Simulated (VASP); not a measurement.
The system is B17HN18 (a cell with a defect).

```
B N H
1.0
     7.46503    0.00000    0.00000
    -3.73252    6.46491    0.00000
     0.00000    0.00000    6.49548
B N H
17 18 1
Cartesian
  0.0173 1.4438 1.6251
  1.2175 0.7118 4.7799
  -1.2275 3.5980 1.6397
  0.0061 2.8666 4.9337
  -2.4724 5.7534 1.6183
  -1.2742 5.0315 4.9009
  2.5051 1.4450 1.6169
  3.6982 0.7188 4.8301
  1.2631 3.5975 1.6356
  0.0172 5.7533 1.6312
  1.2396 5.0643 4.9634
  4.9926 1.4439 1.6250
  6.1862 0.7593 4.8982
  3.7472 3.5978 1.6319
  4.9100 2.8744 4.8966
  2.5050 5.7525 1.6315
  3.6841 5.0647 4.8848
  -0.0171 1.4446 4.8659
  1.2562 0.7275 1.6067
  -1.2676 3.6005 4.9311
  0.0128 2.8819 1.6462
  -2.5136 5.7469 4.8583
  -1.2316 5.0374 1.6321
  2.4561 1.3550 4.6489
  3.7457 0.7272 1.6098
  1.1604 3.6793 5.0776
  2.5014 2.8818 1.6350
  -0.0299 5.7479 4.9169
  1.2571 5.0377 1.6497
  4.9364 1.4507 4.8839
  6.2334 0.7276 1.6287
  3.7534 3.6844 4.7981
  4.9893 2.8825 1.6298
  2.4613 5.8004 4.9348
  3.7448 5.0379 1.6218
  2.4753 2.3669 4.5034
```

Base run:

| Quantity | Value |
| --- | --- |
| Program | VASP 6.6.1 |
| Functional | HSE06 |
| Potentials or basis | VASP PAW PBE potentials, release 64 (B, N, H) |
| Cutoff | 520 eV |
| k mesh | 1 × 1 × 1, shifted |
| Occupations | fermi-dirac, width 0.01 eV |
| Spin | no spin polarisation |

Its results: pressure 3.9 GPa; largest force 0.468 eV/Å.

Q: The run is repeated on the same cell with these changes: functional from HSE06 to r2SCAN; cutoff from 520 eV to 580 eV. What comes out?

A: Pressure 6.0 GPa; largest force 0.358 eV/Å.

Caveats: the PAW data sets were made with another functional, which shifts forces and pressure a little.
